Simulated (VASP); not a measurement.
# CuO (C2/c) in VASP: a series of runs

The runs below take CuO through single point, with PBEsol+U.

All numbers are computed with VASP 6.6.1; they aren't measurements. Logs are shortened: lines on timing, memory, paths and dates and some standing lists are left out, and cuts for length are marked.

**1. The cell of the first run**

It takes space group C2/c (No. 15, monoclinic). The conventional cell has a = 4.684 Å, b = 3.423 Å, c = 5.129 Å, α = 90.00°, β = 99.54°, γ = 90.00°. Cu (site symmetry -1) has 4 O at 1.95 to 1.96 Å within 2.6 Å. O (site symmetry 2) has 4 Cu at 1.95 to 1.96 Å within 2.6 Å.

**2. Single point, PBEsol+U**

INCAR reads:

```
PREC     = Accurate       # precision mode
ENCUT    = 520            # plane-wave cutoff, eV
EDIFF    = 1E-7           # SCF threshold, eV
ISMEAR   = 0              # smearing method
SIGMA    = 0.05           # smearing width, eV
LREAL    = F              # projectors in reciprocal space
LASPH    = T              # aspherical terms in the spheres
NELM     = 150            # most SCF steps
ALGO     = Normal         # electronic algorithm
ISIF     = 2              # what is computed and relaxed
LWAVE    = F              # write WAVECAR
LCHARG   = F              # write CHGCAR
LMAXMIX  = 4              # l up to which the mixer works
LDAU     = T              # DFT+U
LDAUTYPE = 2            
LDAUL    = 2 -1           # shell
LDAUU    = 3 0            # U, eV
LDAUJ    = 0 0          
LDAUPRINT= 1            
GGA      = PS             # functional
NBANDS   = 25             # bands
```

KPOINTS reads:

```
Automatic mesh
0
Gamma
  7 7 4
```

POSCAR reads:

```
CuO
1.0
    2.3418496200     -1.7112997200      0.0000000000
    2.3418496200      1.7112997200      0.0000000000
   -0.8500298600      0.0000000000      5.0578691900
Cu O
2 2
Direct
    0.0000000000      0.5000000000      0.0000000000
    0.5000000000      0.0000000000      0.5000000000
    0.5816000000      0.4184000000      0.2500000000
    0.4184000000      0.5816000000      0.7500000000
```

Potentials or basis: VASP PAW PBE potentials, release 64 (Cu, O).

The run is started by

```console
$ cat potpaw_PBE.64/Cu/POTCAR potpaw_PBE.64/O/POTCAR > POTCAR
$ mpirun -np 1 vasp_std > vasp.out
```

OUTCAR:

```text
PREC = Accurate
   ENCUT = 520
   EDIFF = 1E-7
   ISMEAR = 0
   LREAL = F
   LASPH = T
   NELM = 150
   ISIF = 2
   GGA = PS

 ion  position               nearest neighbor table
   1  0.000  0.500  0.000-   3 1.95   4 1.95   4 1.96   3 1.96
   2  0.500  0.000  0.500-   4 1.95   3 1.95   4 1.96   3 1.96
   3  0.582  0.418  0.250-   2 1.95   1 1.95   2 1.96   1 1.96
   4  0.418  0.582  0.750-   1 1.95   2 1.95   2 1.96   1 1.96

  LATTYP: Found a base centered monoclinic cell.
 ALAT       =     4.6836992400
 B/A-ratio  =     0.7307470580
 C/A-ratio  =     1.0950319264
 COS(beta)  =    -0.1657365907

  Lattice vectors:

 A1 = (   2.3418496200,  -1.7112997200,   0.0000000000)
 A2 = (   2.3418496200,   1.7112997200,   0.0000000000)
 A3 = (  -0.8500298600,   0.0000000000,   5.0578691900)

Analysis of symmetry for initial positions (statically):
=====================================================================
 Subroutine PRICEL returns:
 Original cell was already a primitive cell.

 Routine SETGRP: Setting up the symmetry group for a
 base centered monoclinic supercell.

 Subroutine GETGRP returns: Found  4 space group operations
 (whereof  2 operations were pure point group operations)
 out of a pool of  4 trial point group operations.

The static configuration has the point symmetry S_2 .
 The point group associated with its full space group is C_2h.

Analysis of symmetry for dynamics (positions and initial velocities):
=====================================================================
 Subroutine PRICEL returns:
 Original cell was already a primitive cell.

 Routine SETGRP: Setting up the symmetry group for a
 base centered monoclinic supercell.

 Subroutine GETGRP returns: Found  4 space group operations
 (whereof  2 operations were pure point group operations)
 out of a pool of  4 trial point group operations.

The dynamic configuration has the point symmetry S_2 .
 The point group associated with its full space group is C_2h.

 Subroutine INISYM returns: Found  4 space group operations
 (whereof  2 operations are pure point group operations),
 and found     1 'primitive' translations

----------------------------------------------------------------------------------------

                                     Primitive cell

  volume of cell :      40.5399

  direct lattice vectors                    reciprocal lattice vectors
     2.341849620 -1.711299720  0.000000000     0.213506451 -0.292175587  0.035882078
     2.341849620  1.711299720  0.000000000     0.213506451  0.292175587  0.035882078
    -0.850029860  0.000000000  5.057869190     0.000000000  0.000000000  0.197711717

  length of vectors
     2.900483817  2.900483817  5.128800201     0.363646946  0.363646946  0.197711717

  position of ions in fractional coordinates (direct lattice)
     1.000000000  0.500000000  0.000000000
     0.500000000  1.000000000  0.500000000
     0.581600000  0.418400000  0.250000000
     0.418400000  0.581600000  0.750000000

  ion indices of the primitive-cell ions
   primitive index   ion index
                 1           1
                 2           2
[... 101 lines left out ...]
   U (eV)           for each species LDAUU =   3.0  0.0
   J (eV)           for each species LDAUJ =   0.0  0.0
   GGA     = PS    functional components
   LHFCALC =     F    Hartree Fock is set to
   AEXX    =    0.0000 exact exchange contribution
   IVDW    =     0    specifies the selected vdW correction
   LEPSILON=     F    determine dielectric tensor
   LRPA    =     F    only Hartree local field effects (RPA)
 non-spin polarized calculation
 Gauss-broadening in eV      SIGMA  =   0.05
  energy-cutoff  :      520.00
  volume of cell :       40.54
 maximum number of plane-waves:      1129
 NGX is ok and might be reduce to    24
   NGX = 11   NGY = 11   NGZ = 19

atom =   1  type =  1  l = 2

 onsite density matrix

spin component  1

  0.9474 -0.0132  0.0112  0.0084 -0.0029
 -0.0132  0.9021  0.0003  0.0798 -0.0253
  0.0112  0.0003  0.9658 -0.0012 -0.0013
  0.0084  0.0798 -0.0012  0.8556  0.0326
 -0.0029 -0.0253 -0.0013  0.0326  0.9508

spin component  2

  0.9474 -0.0132  0.0112  0.0084 -0.0029
 -0.0132  0.9021  0.0003  0.0798 -0.0253
  0.0112  0.0003  0.9658 -0.0012 -0.0013
  0.0084  0.0798 -0.0012  0.8556  0.0326
 -0.0029 -0.0253 -0.0013  0.0326  0.9508

 occupancies and eigenvectors

  o =  0.7840  v =  0.0915  0.5828 -0.0102 -0.7707  0.2407  0.0000  0.0000  0.0000  0.0000  0.0000      0.0000  0.0000  0.0000  0.0000  0.0000  0.0000  0.0000  0.0000  0.0000  0.0000
  o =  0.7840  v =  0.0000  0.0000  0.0000  0.0000  0.0000  0.0915  0.5828 -0.0102 -0.7707  0.2407      0.0000  0.0000  0.0000  0.0000  0.0000  0.0000  0.0000  0.0000  0.0000  0.0000
  o =  0.9421  v =  0.8764  0.1425 -0.4101  0.1926 -0.0792  0.0000  0.0000  0.0000  0.0000  0.0000      0.0000  0.0000  0.0000  0.0000  0.0000  0.0000  0.0000  0.0000  0.0000  0.0000
  o =  0.9421  v =  0.0000  0.0000  0.0000  0.0000  0.0000  0.8764  0.1425 -0.4101  0.1926 -0.0792      0.0000  0.0000  0.0000  0.0000  0.0000  0.0000  0.0000  0.0000  0.0000  0.0000
  o =  0.9603  v = -0.0277 -0.2788 -0.2175 -0.4646 -0.8113  0.0000  0.0000  0.0000  0.0000  0.0000      0.0000  0.0000  0.0000  0.0000  0.0000  0.0000  0.0000  0.0000  0.0000  0.0000
  o =  0.9603  v =  0.0000  0.0000  0.0000  0.0000  0.0000 -0.0277 -0.2788 -0.2175 -0.4646 -0.8113      0.0000  0.0000  0.0000  0.0000  0.0000  0.0000  0.0000  0.0000  0.0000  0.0000
  o =  0.9630  v =  0.0000  0.0000  0.0000  0.0000  0.0000 -0.1104  0.7125  0.2809  0.3589 -0.5219      0.0000  0.0000  0.0000  0.0000  0.0000  0.0000  0.0000  0.0000  0.0000  0.0000
  o =  0.9630  v = -0.1104  0.7125  0.2809  0.3589 -0.5219  0.0000  0.0000  0.0000  0.0000  0.0000      0.0000  0.0000  0.0000  0.0000  0.0000  0.0000  0.0000  0.0000  0.0000  0.0000
  o =  0.9721  v =  0.0000  0.0000  0.0000  0.0000  0.0000 -0.4588  0.2338 -0.8399  0.1557  0.0713      0.0000  0.0000  0.0000  0.0000  0.0000  0.0000  0.0000  0.0000  0.0000  0.0000
  o =  0.9721  v = -0.4588  0.2338 -0.8399  0.1557  0.0713  0.0000  0.0000  0.0000  0.0000  0.0000      0.0000  0.0000  0.0000  0.0000  0.0000  0.0000  0.0000  0.0000  0.0000  0.0000

atom =   2  type =  1  l = 2

 onsite density matrix

spin component  1

  0.9474 -0.0132 -0.0112 -0.0084  0.0029
 -0.0132  0.9021 -0.0003 -0.0798  0.0253
 -0.0112 -0.0003  0.9658 -0.0012 -0.0013
 -0.0084 -0.0798 -0.0012  0.8556  0.0326
  0.0029  0.0253 -0.0013  0.0326  0.9508

spin component  2

  0.9474 -0.0132 -0.0112 -0.0084  0.0029
 -0.0132  0.9021 -0.0003 -0.0798  0.0253
 -0.0112 -0.0003  0.9658 -0.0012 -0.0013
 -0.0084 -0.0798 -0.0012  0.8556  0.0326
  0.0029  0.0253 -0.0013  0.0326  0.9508

 occupancies and eigenvectors

  o =  0.7840  v = -0.0915 -0.5828 -0.0102 -0.7707  0.2407  0.0000  0.0000  0.0000  0.0000  0.0000      0.0000  0.0000  0.0000  0.0000  0.0000  0.0000  0.0000  0.0000  0.0000  0.0000
  o =  0.7840  v =  0.0000  0.0000  0.0000  0.0000  0.0000 -0.0915 -0.5828 -0.0102 -0.7707  0.2407      0.0000  0.0000  0.0000  0.0000  0.0000  0.0000  0.0000  0.0000  0.0000  0.0000
  o =  0.9421  v =  0.8764  0.1425  0.4101 -0.1926  0.0792  0.0000  0.0000  0.0000  0.0000  0.0000      0.0000  0.0000  0.0000  0.0000  0.0000  0.0000  0.0000  0.0000  0.0000  0.0000
  o =  0.9421  v =  0.0000  0.0000  0.0000  0.0000  0.0000  0.8764  0.1425  0.4101 -0.1926  0.0792      0.0000  0.0000  0.0000  0.0000  0.0000  0.0000  0.0000  0.0000  0.0000  0.0000
  o =  0.9603  v =  0.0277  0.2788 -0.2175 -0.4646 -0.8113  0.0000  0.0000  0.0000  0.0000  0.0000      0.0000  0.0000  0.0000  0.0000  0.0000  0.0000  0.0000  0.0000  0.0000  0.0000
  o =  0.9603  v =  0.0000  0.0000  0.0000  0.0000  0.0000  0.0277  0.2788 -0.2175 -0.4646 -0.8113      0.0000  0.0000  0.0000  0.0000  0.0000  0.0000  0.0000  0.0000  0.0000  0.0000
  o =  0.9630  v =  0.0000  0.0000  0.0000  0.0000  0.0000  0.1104 -0.7125  0.2809  0.3589 -0.5219      0.0000  0.0000  0.0000  0.0000  0.0000  0.0000  0.0000  0.0000  0.0000  0.0000
  o =  0.9630  v =  0.1104 -0.7125  0.2809  0.3589 -0.5219  0.0000  0.0000  0.0000  0.0000  0.0000      0.0000  0.0000  0.0000  0.0000  0.0000  0.0000  0.0000  0.0000  0.0000  0.0000
  o =  0.9721  v =  0.0000  0.0000  0.0000  0.0000  0.0000 -0.4588  0.2338  0.8399 -0.1557 -0.0713      0.0000  0.0000  0.0000  0.0000  0.0000  0.0000  0.0000  0.0000  0.0000  0.0000
  o =  0.9721  v = -0.4588  0.2338  0.8399 -0.1557 -0.0713  0.0000  0.0000  0.0000  0.0000  0.0000      0.0000  0.0000  0.0000  0.0000  0.0000  0.0000  0.0000  0.0000  0.0000  0.0000

 number of electron      34.0000001 magnetization

 Free energy of the ion-electron system (eV)
  ---------------------------------------------------
  ext. energy  EPLUGINS =         0.00000000
  ---------------------------------------------------
  free energy    TOTEN  =       -19.29040016 eV

  energy without entropy =      -19.28703590  energy(sigma->0) =      -19.28871803

 E-fermi :   5.2513     XC(G=0): -12.1475

 val. band max:        5.2299451509   @ k =  -0.4286   0.1429   0.2500
 cond. band min:       5.2641673738   @ k =  -0.1429   0.0000   0.2500
 fundamental gap:      0.0342222229
 Fermi energy:         5.2513121108

 k-point     1 :       0.0000    0.0000    0.0000
  band No.  band energies     occupation
      1     -14.4125      2.00000
      2     -13.0516      2.00000
      3      -2.8795      2.00000
      4      -0.3731      2.00000
      5      -0.0156      2.00000
      6       1.4425      2.00000
[... 661 lines left out ...]
     24      20.4937      0.00000
     25      21.3773      0.00000

 [... further k-points ...]

------------------------ aborting loop because EDIFF is reached ----------------------------------------

  FORCE on cell =-STRESS in cart. coord.  units (eV):
  Direction    XX          YY          ZZ          XY          YZ          ZX
  --------------------------------------------------------------------------------------
  -------------------------------------------------------------------------------------
  Total       -1.1781388     -0.5412607     -1.5999008      0.0000000      0.0000000     -0.0326075
  in kB      -46.5612211    -21.3911646    -63.2296763      0.0000000      0.0000000     -1.2886821
  external PRESSURE =     -43.7273540 kB  Pullay stress =       0.0000000 kB

 VOLUME and BASIS-vectors are now :
 -----------------------------------------------------------------------------
  energy-cutoff  :      520.00
  volume of cell :       40.54
      direct lattice vectors                 reciprocal lattice vectors
     2.341849620 -1.711299720  0.000000000     0.213506451 -0.292175587  0.035882078
     2.341849620  1.711299720  0.000000000     0.213506451  0.292175587  0.035882078
    -0.850029860  0.000000000  5.057869190     0.000000000  0.000000000  0.197711717

 POSITION                                       TOTAL-FORCE (eV/Angst)
 -----------------------------------------------------------------------------------
      1.17092      0.85565      0.00000        -0.000000      0.000000      0.000000
      0.74591     -0.85565      2.52893        -0.000000      0.000000      0.000000
      2.12934     -0.27928      1.26447         0.000000      0.337551      0.000000
      1.70433      0.27928      3.79340        -0.000000     -0.337551      0.000000
 -----------------------------------------------------------------------------------
    total drift:                                0.000000      0.000000     -0.000000

  FREE ENERGIE OF THE ION-ELECTRON SYSTEM (eV)
  ---------------------------------------------------
  free  energy   TOTEN  =       -19.2904001617 eV

  energy  without entropy=      -19.2870358965  energy(sigma->0) =      -19.28871803
```

It took 35 s on 1 thread of AMD EPYC 9R45 (Zen 5), shared host; peak memory 0.16 GiB.

What came out:

```
Free energy            : -19.2904 eV
Pressure               : -4.4 GPa
Largest force          : 0.338 eV/Å
Band gap on the k mesh : zero (band 17 reaches 5.55 eV, above the bottom of band 18 at 4.80 eV)
```

Forces on the atoms (eV/Å):
```
Cu   0.000  0.000  0.000
Cu   0.000  0.000  0.000
O    0.000  0.338  0.000
O    0.000 -0.338  0.000
```

Stress tensor (GPa, compression positive):
```
-4.66  0.00 -0.13
 0.00 -2.14  0.00
-0.13  0.00 -6.32
```

Levels at points of the mesh, in eV from the Fermi level:
```csv
k point,band 14,band 15,band 16,band 17,band 18,band 19,band 20,band 21
"(0.00, 0.00, 0.00)",-2.73,-2.46,-2.13,0.24,0.98,1.81,6.22,8.30
"(0.00, 0.00, 0.50)",-2.64,-1.72,-1.72,0.30,0.30,4.06,4.06,11.82
```

Eigenvalues of the final occupation matrices:
```csv
site,spin,trace,eigenvalues
site 1 d,1,4.62,0.78 0.94 0.96 0.96 0.97
site 1 d,2,4.62,0.78 0.94 0.96 0.96 0.97
site 2 d,1,4.62,0.78 0.94 0.96 0.96 0.97
site 2 d,2,4.62,0.78 0.94 0.96 0.96 0.97
```

Caveat: the PAW data sets were made with another functional, which shifts forces and pressure a little; U without spin polarisation on a metal has little footing.

**3. Single point, PBEsol+U**

INCAR: that of step 2 with these lines changed.

```diff
@@ -1,4 +1,4 @@
 PREC     = Accurate       # precision mode
-ENCUT    = 520            # plane-wave cutoff, eV
-EDIFF    = 1E-7           # SCF threshold, eV
+ENCUT    = 700            # plane-wave cutoff, eV
+EDIFF    = 1E-6           # SCF threshold, eV
 ISMEAR   = 0              # smearing method
@@ -7,3 +7,3 @@
 LASPH    = T              # aspherical terms in the spheres
-NELM     = 150            # most SCF steps
+NELM     = 200            # most SCF steps
 ALGO     = Normal         # electronic algorithm
@@ -20,2 +20,3 @@
 GGA      = PS             # functional
-NBANDS   = 25             # bands
+NBANDS   = 33             # bands
+GGA_COMPAT= F
```

KPOINTS is that of step 2.

POSCAR is that of step 2.

Potentials or basis: VASP PAW PBE potentials, release 64 (Cu_sv_GW, O).

The run is started by

```console
$ cat potpaw_PBE.64/Cu_sv_GW/POTCAR potpaw_PBE.64/O/POTCAR > POTCAR
$ mpirun -np 1 vasp_std > vasp.out
```

Wall time 61 s (1 thread of Intel Xeon 6975P-C (Granite Rapids), shared host); peak memory 0.27 GiB.

The run converged. Its results:

| Quantity | Value |
| --- | --- |
| Free energy | -18.8194 eV |
| Pressure | -5.2 GPa |
| Largest force | 0.334 eV/Å |
| Band gap on the k mesh | zero (band 25 reaches 5.68 eV, above the bottom of band 26 at 4.95 eV) |

Forces on the atoms (eV/Å):
```
Cu   0.000  0.000  0.000
Cu   0.000  0.000  0.000
O    0.000  0.334  0.000
O    0.000 -0.334  0.000
```

Stress tensor (GPa, compression positive):
```
-5.43  0.00 -0.33
 0.00 -3.08  0.00
-0.33  0.00 -6.95
```

Levels at points of the mesh, in eV from the Fermi level:
| k point | band 21 | band 22 | band 23 | band 24 | band 25 | band 26 | band 27 | band 28 | band 29 | band 30 |
| --- | --- | --- | --- | --- | --- | --- | --- | --- | --- | --- |
| (0.00, 0.00, 0.00) | -2.78 | -2.69 | -2.58 | -2.13 | 0.22 | 0.98 | 1.69 | 6.06 | 8.20 | 13.44 |
| (0.00, 0.00, 0.50) | -2.66 | -2.66 | -1.77 | -1.77 | 0.29 | 0.29 | 3.94 | 3.94 | 11.70 | 11.70 |

Eigenvalues of the final occupation matrices:
```
    site  spin  trace               eigenvalues
site 1 d     1   4.48  0.74 0.91 0.94 0.94 0.95
site 1 d     2   4.48  0.74 0.91 0.94 0.94 0.95
site 2 d     1   4.48  0.74 0.91 0.94 0.94 0.95
site 2 d     2   4.48  0.74 0.91 0.94 0.94 0.95
```

Caveat: the PAW data sets were made with another functional, which shifts forces and pressure a little; U without spin polarisation on a metal has little footing.
